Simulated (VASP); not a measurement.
# Li2Se (Fm-3m) in VASP: further runs, part 2 of 2

VASP 6.6.1. The steps go on from the part before.

## (5) Single point, PBE

This run uses another cell than the first one, of 17.88 Å³/atom.

The input, INCAR:

```
SYSTEM = Li2Se
PREC = Accurate ; ENCUT = 750
EDIFF = 1E-6 ; ISMEAR = 0
SIGMA = 0.01 ; LREAL = .FALSE.
LASPH = .TRUE. ; NELM = 120
ALGO = Normal ; ISIF = 2
LWAVE = .FALSE. ; LCHARG = .TRUE.
GGA = PE ; LELF = .TRUE.
LVHAR = .TRUE. ; NBANDS = 13
GGA_COMPAT = .FALSE.
```

The input, KPOINTS:

```
Automatic mesh
0
G
  8 8 8
  0 0 0
```

The input, POSCAR:

```
Li2Se
1.0
    0.0000000000      2.9934588652      2.9934588652
    2.9934588652      0.0000000000      2.9934588652
    2.9934588652      2.9934588652      0.0000000000
Li Se
2 1
Direct
    0.2500000000      0.2500000000      0.2500000000
    0.7500000000      0.7500000000      0.7500000000
    0.0000000000      0.0000000000      0.0000000000
```

Potentials or basis: VASP PAW PBE potentials, release 64 (Li_sv, Se).

Launch:

```sh
> cat potpaw_PBE.64/Li_sv/POTCAR potpaw_PBE.64/Se/POTCAR > POTCAR
> mpirun -np 1 vasp_std > vasp.out
```

OUTCAR:

```text
SYSTEM = Li2Se
   PREC = Accurate
   ENCUT = 750
   EDIFF = 1E-6
   ISMEAR = 0
   LREAL = .FALSE.
   LASPH = .TRUE.
   NELM = 120
   ISIF = 2
   GGA = PE

 ion  position               nearest neighbor table
   1  0.250  0.250  0.250-   3 2.59   3 2.59   3 2.59   3 2.59
   2  0.750  0.750  0.750-   3 2.59   3 2.59   3 2.59   3 2.59
   3  0.000  0.000  0.000-   2 2.59   2 2.59   2 2.59   1 2.59   2 2.59   1 2.59   1 2.59   1 2.59

  LATTYP: Found a face centered cubic cell.
 ALAT       =     5.9869177304

  Lattice vectors:

 A1 = (   0.0000000000,   2.9934588652,   2.9934588652)
 A2 = (   2.9934588652,   0.0000000000,   2.9934588652)
 A3 = (   2.9934588652,   2.9934588652,   0.0000000000)

Analysis of symmetry for initial positions (statically):
=====================================================================
 Subroutine PRICEL returns:
 Original cell was already a primitive cell.

 Routine SETGRP: Setting up the symmetry group for a
 face centered cubic supercell.

 Subroutine GETGRP returns: Found 48 space group operations
 (whereof 48 operations were pure point group operations)
 out of a pool of 48 trial point group operations.

The static configuration has the point symmetry O_h .
[... 181 lines left out ...]
      9       6.6710      0.00000
     10       6.6710      0.00000
     11      11.6542      0.00000
     12      11.6542      0.00000
     13      12.0023      0.00000
[... 354 lines left out ...]
  band No.  band energies     occupation
      1     -43.6371      2.00000
      2     -43.6371      2.00000
      3      -9.9367      2.00000
      4      -1.5896      2.00000
      5      -0.2732      2.00000
      6       0.1064      2.00000
      7       6.4623      0.00000
      8       6.8313      0.00000
      9       8.7160      0.00000
     10       9.4494      0.00000
     11      10.4553      0.00000
     12      11.8091      0.00000
     13      13.7157      0.00000

 [... further k-points ...]

------------------------ aborting loop because EDIFF is reached ----------------------------------------

  FORCE on cell =-STRESS in cart. coord.  units (eV):
  Direction    XX          YY          ZZ          XY          YZ          ZX
  --------------------------------------------------------------------------------------
  -------------------------------------------------------------------------------------
  Total        0.0900108      0.0900108      0.0900108     -0.0000000     -0.0000000      0.0000000
  in kB        2.6881623      2.6881623      2.6881623     -0.0000000     -0.0000000      0.0000000
  external PRESSURE =       2.6881623 kB  Pullay stress =       0.0000000 kB

 VOLUME and BASIS-vectors are now :
 -----------------------------------------------------------------------------
  energy-cutoff  :      750.00
  volume of cell :       53.65
      direct lattice vectors                 reciprocal lattice vectors
     0.000000000  2.993458865  2.993458865    -0.167030857  0.167030857  0.167030857
     2.993458865  0.000000000  2.993458865     0.167030857 -0.167030857  0.167030857
     2.993458865  2.993458865  0.000000000     0.167030857  0.167030857 -0.167030857

 POSITION                                       TOTAL-FORCE (eV/Angst)
 -----------------------------------------------------------------------------------
      1.49673      1.49673      1.49673        -0.000000     -0.000000     -0.000000
      4.49019      4.49019      4.49019         0.000000      0.000000      0.000000
      0.00000      0.00000      0.00000        -0.000000     -0.000000     -0.000000
 -----------------------------------------------------------------------------------
    total drift:                                0.000000     -0.000000      0.000000

  FREE ENERGIE OF THE ION-ELECTRON SYSTEM (eV)
  ---------------------------------------------------
  free  energy   TOTEN  =       -11.1304338308 eV

  energy  without entropy=      -11.1304338308  energy(sigma->0) =      -11.13043383
```

OSZICAR:

```text
N       E                     dE             d eps       ncg     rms          rms(c)
DAV:   1     0.520120727630E+02    0.52012E+02   -0.64934E+03   754   0.116E+03
DAV:   2    -0.333176234932E+01   -0.55344E+02   -0.51868E+02   912   0.218E+02
DAV:   3    -0.111498070896E+02   -0.78180E+01   -0.77697E+01  1431   0.490E+01
DAV:   4    -0.113076939497E+02   -0.15789E+00   -0.15779E+00   934   0.980E+00
DAV:   5    -0.113111511434E+02   -0.34572E-02   -0.34571E-02  1206   0.122E+00    0.276E+00
DAV:   6    -0.111365962159E+02    0.17455E+00   -0.23749E-01   903   0.189E+00    0.170E+00
DAV:   7    -0.111222881896E+02    0.14308E-01   -0.11452E-01  1015   0.146E+00    0.739E-01
DAV:   8    -0.111302335466E+02   -0.79454E-02   -0.17515E-02   940   0.734E-01    0.254E-01
DAV:   9    -0.111301423527E+02    0.91194E-04   -0.46918E-04  1062   0.135E-01    0.172E-01
DAV:  10    -0.111304277782E+02   -0.28543E-03   -0.67280E-04   854   0.125E-01    0.706E-02
DAV:  11    -0.111304293094E+02   -0.15313E-05   -0.40511E-05  1095   0.386E-02    0.171E-02
DAV:  12    -0.111304374421E+02   -0.81326E-05   -0.13917E-05   884   0.191E-02    0.275E-02
DAV:  13    -0.111304339246E+02    0.35175E-05   -0.24057E-06   928   0.958E-03    0.314E-03
DAV:  14    -0.111304338308E+02    0.93771E-07   -0.99988E-08   527   0.234E-03
   1 F= -.11130434E+02 E0= -.11130434E+02  d E =-.251400E-18
```

stdout:

```text
POSCAR found type information on POSCAR LiSe
 POSCAR found :  2 types and       3 ions
 scaLAPACK will be used
 LDA part: xc-table for (Slater+PW92), standard interpolation
 POSCAR, INCAR and KPOINTS ok, starting setup
 FFT: planning ... GRIDC
 FFT: planning ... GRID_SOFT
 FFT: planning ... GRID
 WAVECAR not read
 entering main loop
```

It took 18 s on 1 thread of Intel Xeon 6975P-C (Granite Rapids), shared host; peak memory 0.24 GiB.

Results:

* Free energy: -11.1304 eV
* Pressure: 0.3 GPa
* Band gap on the k mesh: 2.97 eV (least direct gap 3.42 eV)

Levels at points of the mesh, in eV from the valence-band top:
```csv
k point,band 2,band 3,band 4,band 5,band 6,band 7,band 8,band 9,band 10,band 11
"(0.00, 0.00, 0.00)",-44.67,-11.41,0.00,0.00,0.00,3.42,5.62,5.62,5.62,10.61
"(0.50, 0.00, 0.00)",-44.68,-11.04,-2.93,-0.53,-0.53,5.14,5.96,5.96,7.98,11.54
"(0.50, 0.50, 0.00)",-44.68,-10.93,-2.30,-1.45,-1.45,2.97,6.19,10.37,10.37,11.49
```

## (6) Single point, r2SCAN (16.81 Å³/atom)

This run uses another cell than the first one, of 16.81 Å³/atom.

The input, POSCAR:

```
Li2Se
1.0
    0.0000000000      2.9323507214      2.9323507214
    2.9323507214      0.0000000000      2.9323507214
    2.9323507214      2.9323507214      0.0000000000
Li Se
2 1
Direct
    0.2500000000      0.2500000000      0.2500000000
    0.7500000000      0.7500000000      0.7500000000
    0.0000000000      0.0000000000      0.0000000000
```

The input, INCAR.step1:

```
SYSTEM = Li2Se
PREC     = Accurate       ! precision mode
ENCUT    = 830            ! plane-wave cutoff, eV
ISMEAR   = 0              ! smearing method
SIGMA    = 0.01           ! smearing width, eV
LREAL    = .False.        ! projectors in reciprocal space
LASPH    = .True.         ! aspherical terms in the spheres
NELM     = 120            ! most SCF steps
NBANDS   = 13             ! bands
GGA      = PE             ! functional
ALGO     = Normal         ! electronic algorithm
EDIFF    = 1E-5           ! SCF threshold, eV
LWAVE    = .True.         ! write WAVECAR
LCHARG   = .False.        ! write CHGCAR
GGA_COMPAT= .False.
```

The input, INCAR.step2:

```
SYSTEM = Li2Se
PREC     = Accurate       ! precision mode
ENCUT    = 830            ! plane-wave cutoff, eV
EDIFF    = 1E-6           ! SCF threshold, eV
ISMEAR   = 0              ! smearing method
SIGMA    = 0.01           ! smearing width, eV
LREAL    = .False.        ! projectors in reciprocal space
LASPH    = .True.         ! aspherical terms in the spheres
NELM     = 120            ! most SCF steps
ALGO     = Normal         ! electronic algorithm
ISIF     = 2              ! what is computed and relaxed
LWAVE    = .False.        ! write WAVECAR
LCHARG   = .False.        ! write CHGCAR
METAGGA  = R2SCAN         ! meta-GGA
LMIXTAU  = .True.       
NBANDS   = 13             ! bands
ISTART   = 1            
GGA_COMPAT= .False.
```

The input, KPOINTS:

```
regular mesh
0
Gamma
  6 6 6
  0 0 0
```

Potentials or basis: VASP PAW PBE potentials, release 64 (Li_sv, Se).

Launch:

```sh
> cat potpaw_PBE.64/Li_sv/POTCAR potpaw_PBE.64/Se/POTCAR > POTCAR
> cp INCAR.step1 INCAR
> mpirun -np 1 vasp_std > vasp.out
> cp INCAR.step2 INCAR
> mpirun -np 1 vasp_std > vasp.out
```

It took 47 s on 1 thread of Intel Xeon 6975P-C (Granite Rapids), shared host; peak memory 0.26 GiB.

Results (log left out):

```yaml
Free_energy: -23.4178 eV
Pressure: 2.3 GPa
Band_gap_on_the_k_mesh: 3.41 eV (least direct gap 4.47 eV)
```

Levels at points of the mesh, in eV from the valence-band top:
| k point | band 4 | band 5 | band 6 | band 7 | band 8 | band 9 |
| --- | --- | --- | --- | --- | --- | --- |
| (0.00, 0.00, 0.00) | 0.00 | 0.00 | 0.00 | 4.47 | 6.34 | 6.34 |
| (0.50, 0.00, 0.00) | -3.14 | -0.58 | -0.58 | 6.26 | 6.63 | 6.63 |
| (0.50, 0.50, 0.00) | -2.42 | -1.59 | -1.59 | 3.41 | 7.17 | 11.82 |

Caveat: the PAW data sets were made with another functional, which shifts forces and pressure a little.

## (7) Summary

| level | cell | k mesh | cutoff (eV) | gap on the mesh (eV) | pressure (GPa) |
| --- | --- | --- | --- | --- | --- |
| PBE | a = 4.246 Å, angles 60.0°, 3 atoms | 6 × 6 × 6 | 750 | 2.97 | 0.0 |
| PBE | a = 4.288 Å, angles 60.0°, 3 atoms | 6 × 6 × 6 | 750 | 3.00 | -1.0 |
| PBE | a = 4.329 Å, angles 60.0°, 3 atoms | 6 × 6 × 6 | 750 | 3.02 | -1.8 |
| PBE | a = 4.233 Å, angles 60.0°, 3 atoms | 8 × 8 × 8 | 750 | 2.97 | 0.3 |
| r2SCAN | a = 4.147 Å, angles 60.0°, 3 atoms | 6 × 6 × 6 | 830 | 3.41 | 2.3 |

Alike in all rows: task single point; potentials or basis VASP PAW PBE potentials, release 64 (Li_sv, Se); no spin polarisation; smearing gaussian 0.01 eV.

Caveats: the PAW data sets were made with another functional, which shifts forces and pressure a little (at least some runs).

Absolute energies hang on the potentials; compare differences alone.
